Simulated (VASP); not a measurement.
# Si7B (P-43m) in VASP: notebook, part 2 of 2

VASP 6.6.1.

## Step 3: Single point, PBE

This run uses another cell than the first one, of 18.28 Å³/atom.

File INCAR:

```
SYSTEM = Si7B
ALGO = Normal
EDIFF = 1E-6
ENCUT = 520
GGA = PE
ISIF = 2
ISMEAR = 0
LASPH = .TRUE.
LCHARG = .FALSE.
LREAL = .FALSE.
LWAVE = .FALSE.
NBANDS = 26
NELM = 60
PREC = Accurate
SIGMA = 0.2
```

File KPOINTS:

```
k-points
0
G
  3 3 3
  0 0 0
```

File POSCAR:

```
Si7B
1.0
    5.2685393686      0.0000000000      0.0000000000
    0.0000000000      5.2685393686      0.0000000000
    0.0000000000      0.0000000000      5.2685393686
Si B
7 1
Direct
    0.2271529265      0.2271529265      0.2271529265
    0.0000000000      0.5000000000      0.5000000000
    0.5000000000      0.5000000000      0.0000000000
    0.5000000000      0.0000000000      0.5000000000
    0.7728470735      0.2271529265      0.7728470735
    0.7728470735      0.7728470735      0.2271529265
    0.2271529265      0.7728470735      0.7728470735
    0.0000000000      0.0000000000      0.0000000000
```

Potentials or basis: VASP PAW PBE potentials, release 64 (Si, B).

On the command line:

```sh
> cat potpaw_PBE.64/Si/POTCAR potpaw_PBE.64/B/POTCAR > POTCAR
> mpirun -np 1 vasp_std > vasp.out
```

OUTCAR:

```text
SYSTEM = Si7B
   EDIFF = 1E-6
   ENCUT = 520
   GGA = PE
   ISIF = 2
   ISMEAR = 0
   LASPH = .TRUE.
   LREAL = .FALSE.
   NELM = 60
   PREC = Accurate

 ion  position               nearest neighbor table
   1  0.227  0.227  0.227-   8 2.07   3 2.36   4 2.36   2 2.36
   2  0.000  0.500  0.500-   1 2.36   5 2.36   6 2.36   7 2.36
   3  0.500  0.500  0.000-   1 2.36   5 2.36   6 2.36   7 2.36
   4  0.500  0.000  0.500-   1 2.36   5 2.36   6 2.36   7 2.36
   5  0.773  0.227  0.773-   8 2.07   3 2.36   4 2.36   2 2.36
   6  0.773  0.773  0.227-   8 2.07   3 2.36   4 2.36   2 2.36
   7  0.227  0.773  0.773-   8 2.07   3 2.36   4 2.36   2 2.36
   8  0.000  0.000  0.000-   1 2.07   5 2.07   6 2.07   7 2.07

  LATTYP: Found a simple cubic cell.
 ALAT       =     5.2685393686

  Lattice vectors:

 A1 = (   5.2685393686,   0.0000000000,   0.0000000000)
 A2 = (   0.0000000000,   5.2685393686,   0.0000000000)
 A3 = (   0.0000000000,   0.0000000000,   5.2685393686)

Analysis of symmetry for initial positions (statically):
=====================================================================
 Subroutine PRICEL returns:
 Original cell was already a primitive cell.

 Routine SETGRP: Setting up the symmetry group for a
 simple cubic supercell.

 Subroutine GETGRP returns: Found 24 space group operations
 (whereof 24 operations were pure point group operations)
 out of a pool of 48 trial point group operations.

The static configuration has the point symmetry T_d .

Analysis of symmetry for dynamics (positions and initial velocities):
=====================================================================
 Subroutine PRICEL returns:
 Original cell was already a primitive cell.

 Routine SETGRP: Setting up the symmetry group for a
 simple cubic supercell.

 Subroutine GETGRP returns: Found 24 space group operations
 (whereof 24 operations were pure point group operations)
 out of a pool of 48 trial point group operations.

The dynamic configuration has the point symmetry T_d .

 Subroutine INISYM returns: Found 24 space group operations
 (whereof 24 operations are pure point group operations),
 and found     1 'primitive' translations

----------------------------------------------------------------------------------------

                                     Primitive cell

  volume of cell :     146.2415

  direct lattice vectors                    reciprocal lattice vectors
     5.268539369  0.000000000  0.000000000     0.189805927  0.000000000  0.000000000
     0.000000000  5.268539369  0.000000000     0.000000000  0.189805927  0.000000000
     0.000000000  0.000000000  5.268539369     0.000000000  0.000000000  0.189805927

  length of vectors
     5.268539369  5.268539369  5.268539369     0.189805927  0.189805927  0.189805927

  position of ions in fractional coordinates (direct lattice)
     0.227152926  0.227152926  0.227152926
     0.000000000  0.500000000  0.500000000
     0.500000000  0.500000000  0.000000000
     0.500000000  0.000000000  0.500000000
     0.772847074  0.227152926  0.772847074
     0.772847074  0.772847074  0.227152926
     0.227152926  0.772847074  0.772847074
     0.000000000  0.000000000  0.000000000

  ion indices of the primitive-cell ions
   primitive index   ion index
[... 25 lines left out ...]
     0.063268642  0.063268642  0.063268642

  Shift w.r.t. Gamma in fractional coordinates (k-lattice)
     0.000000000  0.000000000  0.000000000

 Subroutine IBZKPT returns following result:
 ===========================================

 Found      4 irreducible k-points:

 Following reciprocal coordinates:
            Coordinates               Weight
  0.000000  0.000000  0.000000      1.000000
  0.333333  0.000000  0.000000      6.000000
  0.333333  0.333333  0.000000     12.000000
  0.333333  0.333333  0.333333      8.000000
   k-points           NKPTS =      4   k-points in BZ     NKDIM =      4   number of bands    NBANDS=     26
   number of dos      NEDOS =    301   number of ions     NIONS =      8
   total plane-waves  NPLWV =  64000
   dimension x,y,z NGX =    40 NGY =   40 NGZ =   40
   dimension x,y,z NGXF=    80 NGYF=   80 NGZF=   80
   ions per type =               7   1
   NGX,Y,Z   is equivalent  to a cutoff of  12.62, 12.62, 12.62 a.u.
   NGXF,Y,Z  is equivalent  to a cutoff of  25.24, 25.24, 25.24 a.u.
 SYSTEM =  Si7B
   PREC   = accura    normal or accurate (medium, high low for compatibility)
   ISTART =      0    job   : 0-new  1-cont  2-samecut
   ICHARG =      2    charge: 1-file 2-atom 10-const
   ISPIN  =      1    spin polarized calculation?
   LNONCOLLINEAR =      F non collinear calculations
   LSORBIT =      F    spin-orbit coupling
   LASPH  =      T    aspherical Exc in radial PAW
   ENCUT  =  520.0 eV  38.22 Ry    6.18 a.u.   9.80  9.80  9.80*2*pi/ulx,y,z
   NELM   =     60;   NELMIN=  2; NELMDL= -5     # of ELM steps
   EDIFF  = 0.1E-05   stopping-criterion for ELM
   LREAL  =      F    real-space projection
[... 7 lines left out ...]
   TEBEG  =    0.0;   TEEND  =   0.0 temperature during run
   PSTRESS=    0.0 pullay stress
   NELECT =      31.0000    total number of electrons
   NUPDOWN=      -1.0000    fix difference up-down
   EMIN   =  10.00;   EMAX   =-10.00  energy-range for DOS
   EFERMI =   0.00;   METHOD = LEGACY
   ISMEAR =     0;   SIGMA  =   0.20  broadening in eV -4-tet -1-fermi 0-gaus
   EFERMI_NEDOS =   21; number of points for ismear=-14 and -15
   IALGO  =     38    algorithm
   IMIX   =      4    mixing-type and parameters
     AMIX     =   0.40;   BMIX     =  1.00
     AMIX_MAG =   1.60;   BMIX_MAG =  1.00
  volume/ion in A,a.u.               =      18.28       123.36
  Fermi-wavevector in a.u.,A,eV,Ry     =   0.976124  1.844608 12.963887  0.952819
  Thomas-Fermi vector in A             =   2.106718
   LORBIT       =      0    0 simple, 1 ext, 2 COOP (PROOUT), +10 PAW based schemes
   GGA     = PE    functional components
   LHFCALC =     F    Hartree Fock is set to
   AEXX    =    0.0000 exact exchange contribution
   IVDW    =     0    specifies the selected vdW correction
   LEPSILON=     F    determine dielectric tensor
   LRPA    =     F    only Hartree local field effects (RPA)
 non-spin polarized calculation
 Gauss-broadening in eV      SIGMA  =   0.20
  energy-cutoff  :      520.00
  volume of cell :      146.24
 maximum number of plane-waves:      3944
 NGX is ok and might be reduce to    40
   NGX = 19   NGY = 19   NGZ = 19

 number of electron      30.9999999 magnetization

 Free energy of the ion-electron system (eV)
  ---------------------------------------------------
  ext. energy  EPLUGINS =         0.00000000
  ---------------------------------------------------
  free energy    TOTEN  =       -43.78701300 eV

  energy without entropy =      -43.74200064  energy(sigma->0) =      -43.76450682

 E-fermi :   5.5681     XC(G=0):  -9.6163

 val. band max:        5.3116252167   @ k =   0.3333   0.3333   0.3333
 cond. band min:       5.7020892005   @ k =   0.3333   0.3333   0.0000
 fundamental gap:      0.3904639837
 Fermi energy:         5.5680882251

 k-point     1 :       0.0000    0.0000    0.0000
  band No.  band energies     occupation
      1      -6.2178      2.00000
      2      -1.8124      2.00000
      3      -1.8124      2.00000
      4      -1.8124      2.00000
      5      -1.8008      2.00000
      6      -1.8008      2.00000
[... 105 lines left out ...]
     25      10.6418      0.00000
     26      11.0369      0.00000

------------------------ aborting loop because EDIFF is reached ----------------------------------------

  FORCE on cell =-STRESS in cart. coord.  units (eV):
  Direction    XX          YY          ZZ          XY          YZ          ZX
  --------------------------------------------------------------------------------------
  -------------------------------------------------------------------------------------
  Total       -0.1786117     -0.1786117     -0.1786117     -0.0000000      0.0000000      0.0000000
  in kB       -1.9568147     -1.9568147     -1.9568147     -0.0000000      0.0000000      0.0000000
  external PRESSURE =      -1.9568147 kB  Pullay stress =       0.0000000 kB

 VOLUME and BASIS-vectors are now :
 -----------------------------------------------------------------------------
  energy-cutoff  :      520.00
  volume of cell :      146.24
      direct lattice vectors                 reciprocal lattice vectors
     5.268539369  0.000000000  0.000000000     0.189805927  0.000000000  0.000000000
     0.000000000  5.268539369  0.000000000     0.000000000  0.189805927  0.000000000
     0.000000000  0.000000000  5.268539369     0.000000000  0.000000000  0.189805927

 POSITION                                       TOTAL-FORCE (eV/Angst)
 -----------------------------------------------------------------------------------
      1.19676      1.19676      1.19676        -0.002038     -0.002038     -0.002038
      0.00000      2.63427      2.63427         0.000000      0.000000     -0.000000
      2.63427      2.63427      0.00000         0.000000      0.000000     -0.000000
      2.63427      0.00000      2.63427         0.000000      0.000000     -0.000000
      4.07178      1.19676      4.07178         0.002038     -0.002038      0.002038
      4.07178      4.07178      1.19676         0.002038      0.002038     -0.002038
      1.19676      4.07178      4.07178        -0.002038      0.002038      0.002038
      0.00000      0.00000      0.00000         0.000000     -0.000000     -0.000000
 -----------------------------------------------------------------------------------
    total drift:                               -0.000000     -0.000000     -0.000000

  FREE ENERGIE OF THE ION-ELECTRON SYSTEM (eV)
  ---------------------------------------------------
  free  energy   TOTEN  =       -43.7870130003 eV

  energy  without entropy=      -43.7420006437  energy(sigma->0) =      -43.76450682
```

Run time: 6.7 s. Hardware: 1 thread of Intel Xeon 6975P-C (Granite Rapids), shared host; peak memory 0.23 GiB.

What came out:

| Property | Result |
| --- | --- |
| Free energy | -43.7870 eV |
| Pressure | -0.2 GPa |
| Largest force | 0.004 eV/Å |
| Band gap on the k mesh | zero (an odd number of electrons rules out a gap without spin polarisation) |

Forces in eV/Å, atoms in the order of the input:
```
Si  -0.002 -0.002 -0.002
Si   0.000  0.000  0.000
Si   0.000  0.000  0.000
Si   0.000  0.000  0.000
Si   0.002 -0.002  0.002
Si   0.002  0.002 -0.002
Si  -0.002  0.002  0.002
B    0.000  0.000  0.000
```

Levels at points of the mesh, in eV from the Fermi level:
```tsv
k point	band 11	band 12	band 13	band 14	band 15	band 16	band 17	band 18	band 19	band 20
(0.00, 0.00, 0.00)	-2.39	-2.39	-2.39	0.72	0.72	0.72	0.91	0.91	1.37	1.37
```

Caveat: the k points lie up to 0.40 Å⁻¹ apart, too coarse for converged energies and pressures of a metal.

The gap in the log of VASP goes by the Fermi energy; the results here count the filled bands.